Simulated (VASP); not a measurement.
# KCa2BO3 (P1) in VASP: single point with PBE

Aim: the single point of KCa2BO3 with PBE.

Program: VASP 6.6.1. These are calculated values, not measurements. Logs are shortened: lines on timing, memory, paths and dates and some standing lists are left out, and cuts for length are marked.

## Step 1: The cell of the first run

The typed cell holds 14 atoms: a = 6.248 Å, b = 5.796 Å, c = 5.761 Å, α = 90.00°, β = 90.00°, γ = 90.00°.

## Step 2: Single point, PBE

INCAR

```
PREC = Accurate
ENCUT = 520
EDIFF = 1E-7
ISMEAR = -1
SIGMA = 0.05
LREAL = F
LASPH = T
NELM = 60
ALGO = Normal
ISIF = 2
LWAVE = F
LCHARG = T
GGA = PE
LELF = T
LVHAR = T
NBANDS = 63
```

KPOINTS

```
regular mesh
0
Gamma
  3 3 3
```

POSCAR

```
KCa2BO3
1.0
    6.2481920000      0.0000000000      0.0000000000
    0.0000000000      5.7960550000      0.0000000000
    0.0000000000      0.0000000000      5.7608770000
O Ca K B
6 4 2 2
Direct
    0.2494385576      0.7602334691      0.0360420818
    0.7558043991      0.2390943495      0.9574561304
    0.2499683108      0.9675919224      0.6503214702
    0.2447936939      0.5413740898      0.6545107629
    0.7497965812      0.0439517913      0.3389291249
    0.7470980405      0.4524819036      0.3356693781
    0.4788690872      0.7490037620      0.3711719587
    0.0164759662      0.7516578086      0.3749021199
    0.9782810771      0.2518621718      0.6267339157
    0.5200147499      0.2564573663      0.6318173431
    0.7506212997      0.7523710524      0.9309193722
    0.2529530142      0.2402432344      0.0771908513
    0.2503807501      0.7500644835      0.7918473177
    0.7524743158      0.2436895440      0.1953468196
```

Potentials or basis: VASP PAW PBE potentials, release 64 (O, Ca_sv, K_sv, B).

On the command line:

```sh
cat potpaw_PBE.64/O/POTCAR potpaw_PBE.64/Ca_sv/POTCAR potpaw_PBE.64/K_sv/POTCAR potpaw_PBE.64/B/POTCAR > POTCAR
mpirun -np 1 vasp_std > vasp.out
```

OUTCAR:

```text
PREC = Accurate
   ENCUT = 520
   EDIFF = 1E-7
   ISMEAR = -1
   LREAL = F
   LASPH = T
   NELM = 60
   ISIF = 2
   GGA = PE

 ion  position               nearest neighbor table
   1  0.249  0.760  0.036-  13 1.41   7 2.41   8 2.44  12 2.79
   2  0.756  0.239  0.957-  14 1.37   9 2.36  10 2.39  11 2.83
   3  0.250  0.968  0.650-  13 1.50   9 2.37  10 2.38   8 2.49   7 2.50
   4  0.245  0.541  0.655-  13 1.45   9 2.37  10 2.39   8 2.47   7 2.50
   5  0.750  0.044  0.339-  14 1.42   8 2.39   7 2.41   9 2.50  10 2.53
   6  0.747  0.452  0.336-  14 1.46   7 2.41   8 2.43  10 2.49   9 2.50
   7  0.479  0.749  0.371-   1 2.41   6 2.41   5 2.41   3 2.50   4 2.50   8 2.89  11 3.05
   8  0.016  0.752  0.375-   5 2.39   6 2.43   1 2.44   4 2.47   3 2.49   7 2.89  11 3.05
   9  0.978  0.252  0.627-   2 2.36   4 2.37   3 2.37   5 2.50   6 2.50  10 2.86  12 3.11
  10  0.520  0.256  0.632-   3 2.38   2 2.39   4 2.39   6 2.49   5 2.53   9 2.86  12 3.06
  11  0.751  0.752  0.931-   2 2.83   8 3.05   7 3.05
  12  0.253  0.240  0.077-   1 2.79  10 3.06   9 3.11
  13  0.250  0.750  0.792-   1 1.41   4 1.45   3 1.50
  14  0.752  0.244  0.195-   2 1.37   5 1.42   6 1.46

  LATTYP: Found a simple orthorhombic cell.
 ALAT       =     5.7608770000
 B/A-ratio  =     1.0061063619
 C/A-ratio  =     1.0845904191

  Lattice vectors:

 A1 = (   0.0000000000,   0.0000000000,  -5.7608770000)
 A2 = (   0.0000000000,   5.7960550000,   0.0000000000)
 A3 = (   6.2481920000,   0.0000000000,   0.0000000000)

Analysis of symmetry for initial positions (statically):
=====================================================================
 Subroutine PRICEL returns:
 Original cell was already a primitive cell.

 Routine SETGRP: Setting up the symmetry group for a
 simple orthorhombic supercell.

 Subroutine GETGRP returns: Found  1 space group operations
 (whereof  1 operations were pure point group operations)
 out of a pool of  8 trial point group operations.

The static configuration has the point symmetry C_1 .

Analysis of symmetry for dynamics (positions and initial velocities):
=====================================================================
 Subroutine PRICEL returns:
 Original cell was already a primitive cell.

 Routine SETGRP: Setting up the symmetry group for a
 simple orthorhombic supercell.

 Subroutine GETGRP returns: Found  1 space group operations
 (whereof  1 operations were pure point group operations)
[... 130 lines left out ...]
   ISMEAR =    -1;   SIGMA  =   0.05  broadening in eV -4-tet -1-fermi 0-gaus
   EFERMI_NEDOS =   21; number of points for ismear=-14 and -15
   IALGO  =     38    algorithm
   IMIX   =      4    mixing-type and parameters
     AMIX     =   0.40;   BMIX     =  1.00
     AMIX_MAG =   1.60;   BMIX_MAG =  1.00
  volume/ion in A,a.u.               =      14.90       100.56
  Fermi-wavevector in a.u.,A,eV,Ry     =   1.281198  2.421114 22.333542  1.641469
  Thomas-Fermi vector in A             =   2.413582
   LORBIT       =      0    0 simple, 1 ext, 2 COOP (PROOUT), +10 PAW based schemes
   GGA     = PE    functional components
   LHFCALC =     F    Hartree Fock is set to
   AEXX    =    0.0000 exact exchange contribution
   IVDW    =     0    specifies the selected vdW correction
   LEPSILON=     F    determine dielectric tensor
   LRPA    =     F    only Hartree local field effects (RPA)
 non-spin polarized calculation
  energy-cutoff  :      520.00
  volume of cell :      208.63
 maximum number of plane-waves:      5642
 NGX is ok and might be reduce to    48
   NGX = 23   NGY = 21   NGZ = 21

 number of electron     100.0000000 magnetization

 number of electron      99.9999997 magnetization

 Free energy of the ion-electron system (eV)
  ---------------------------------------------------
  ext. energy  EPLUGINS =         0.00000000
  ---------------------------------------------------
  free energy    TOTEN  =       -77.92469860 eV

  energy without entropy =      -77.90833707  energy(sigma->0) =      -77.91651784

 E-fermi :   5.8310     XC(G=0):  -9.8221

 val. band max:        5.7374299615   @ k =   0.3333   0.0000   0.0000
 cond. band min:       5.9435443263   @ k =  -0.3333  -0.3333   0.3333
 fundamental gap:      0.2061143648
 Fermi energy:         5.8309651692

 k-point     1 :       0.0000    0.0000    0.0000
  band No.  band energies     occupation
      1     -36.7298      2.00000
      2     -36.6788      2.00000
      3     -36.6122      2.00000
      4     -36.5674      2.00000
      5     -26.7148      2.00000
      6     -26.6609      2.00000
[... 899 lines left out ...]
     61       8.0526      0.00000
     62       8.1026      0.00000
 [bands above 62 left out]

------------------------ aborting loop because EDIFF is reached ----------------------------------------

  FORCE on cell =-STRESS in cart. coord.  units (eV):
  Direction    XX          YY          ZZ          XY          YZ          ZX
  --------------------------------------------------------------------------------------
  -------------------------------------------------------------------------------------
  Total       13.5817622     -0.6092443      9.1849425     -0.0897226     -0.3849669     -0.0167602
  in kB      104.3016637     -4.6787150     70.5361184     -0.6890280     -2.9563683     -0.1287104
  external PRESSURE =      56.7196891 kB  Pullay stress =       0.0000000 kB

 VOLUME and BASIS-vectors are now :
 -----------------------------------------------------------------------------
  energy-cutoff  :      520.00
  volume of cell :      208.63
      direct lattice vectors                 reciprocal lattice vectors
     6.248192000  0.000000000  0.000000000     0.160046298  0.000000000  0.000000000
     0.000000000  5.796055000  0.000000000     0.000000000  0.172531144  0.000000000
     0.000000000  0.000000000  5.760877000     0.000000000  0.000000000  0.173584682

 POSITION                                       TOTAL-FORCE (eV/Angst)
 -----------------------------------------------------------------------------------
      1.55854      4.40635      0.20763        -0.057369     -0.225104     -0.861382
      4.72241      1.38580      5.51579        -0.087603      0.088355     -0.068136
      1.56185      5.60822      3.74642        -0.098714     -1.741218      0.746582
      1.52952      3.13783      3.77056        -0.039872      1.169561      0.703965
      4.68487      0.25475      1.95253        -0.090069      0.075365     -0.388698
      4.66801      2.62261      1.93375         0.009251     -0.564233     -0.796970
      2.99207      4.34127      2.13828         0.530304     -0.012359      0.072184
      0.10295      4.35665      2.15976        -0.476726     -0.129034     -0.042571
      6.11249      1.45981      3.61054         0.491697      0.043299     -0.177958
      3.24915      1.48644      3.63982        -0.439707     -0.043545     -0.285555
      4.69003      4.36078      5.36291         0.055540     -0.029429      0.547457
      1.58050      1.39246      0.44469        -0.032759      0.092390     -0.591111
      1.56443      4.34741      4.56174         0.161384      0.707041      0.445486
      4.70160      1.41244      1.12537         0.074643      0.568912      0.696707
 -----------------------------------------------------------------------------------
    total drift:                                0.000391     -0.000193     -0.000352

  FREE ENERGIE OF THE ION-ELECTRON SYSTEM (eV)
  ---------------------------------------------------
  free  energy   TOTEN  =       -77.9246986028 eV

  energy  without entropy=      -77.9083370713  energy(sigma->0) =      -77.91651784
```

OSZICAR:

```text
N       E                     dE             d eps       ncg     rms          rms(c)
DAV:   1     0.106722509881E+04    0.10672E+04   -0.50871E+04  1764   0.157E+03
DAV:   2     0.128445957513E+02   -0.10544E+04   -0.10261E+04  2112   0.468E+02
DAV:   3    -0.825426183445E+02   -0.95387E+02   -0.94218E+02  2424   0.135E+02
DAV:   4    -0.870474613001E+02   -0.45048E+01   -0.44584E+01  2560   0.271E+01
DAV:   5    -0.874183113566E+02   -0.37085E+00   -0.37032E+00  2840   0.563E+00    0.193E+01
DAV:   6    -0.781193868354E+02    0.92989E+01   -0.45785E+01  2282   0.263E+01    0.887E+00
DAV:   7    -0.780554113126E+02    0.63976E-01   -0.48406E+00  2432   0.866E+00    0.629E+00
DAV:   8    -0.779423111656E+02    0.11310E+00   -0.97560E-01  2304   0.399E+00    0.158E+00
DAV:   9    -0.779223490022E+02    0.19962E-01   -0.27126E-01  2264   0.210E+00    0.528E-01
DAV:  10    -0.779244865944E+02   -0.21376E-02   -0.37434E-02  2344   0.744E-01    0.262E-01
DAV:  11    -0.779243563200E+02    0.13027E-03   -0.31072E-03  2728   0.253E-01    0.161E-01
DAV:  12    -0.779246653523E+02   -0.30903E-03   -0.12908E-03  2304   0.151E-01    0.544E-02
DAV:  13    -0.779246940191E+02   -0.28667E-04   -0.32981E-04  2096   0.723E-02    0.120E-02
DAV:  14    -0.779246972695E+02   -0.32504E-05   -0.16919E-05  2392   0.193E-02    0.832E-03
DAV:  15    -0.779246988137E+02   -0.15442E-05   -0.85756E-06  2464   0.137E-02    0.474E-03
DAV:  16    -0.779246985812E+02    0.23249E-06   -0.17808E-06  2368   0.613E-03    0.194E-03
DAV:  17    -0.779246986028E+02   -0.21621E-07   -0.61467E-07  1808   0.304E-03
   1 F= -.77924699E+02 E0= -.77916518E+02  d E =-.163615E-01
```

It took 2.3 min on 1 thread of Intel Xeon 6975P-C (Granite Rapids), shared host; peak memory 0.41 GiB.

What came out:

```yaml
Free_energy: -77.9247 eV
Pressure: 5.7 GPa
Largest_force: 1.897 eV/Å
Band_gap_on_the_k_mesh: 0.21 eV (least direct gap 0.36 eV)
```

Forces in eV/Å, atoms in the order of the input:
```
O   -0.057 -0.225 -0.861
O   -0.088  0.088 -0.068
O   -0.099 -1.741  0.747
O   -0.040  1.170  0.704
O   -0.090  0.075 -0.389
O    0.009 -0.564 -0.797
Ca   0.530 -0.012  0.072
Ca  -0.477 -0.129 -0.043
Ca   0.492  0.043 -0.178
Ca  -0.440 -0.044 -0.286
K    0.056 -0.029  0.547
K   -0.033  0.092 -0.591
B    0.161  0.707  0.445
B    0.075  0.569  0.697
```

Caveat: the cell stands under pressure; an odd mesh through Γ misses points on the zone boundary, where band edges can lie; forces of over 1 eV/Å act on the atoms, so gaps and moduli don't describe the material at rest.
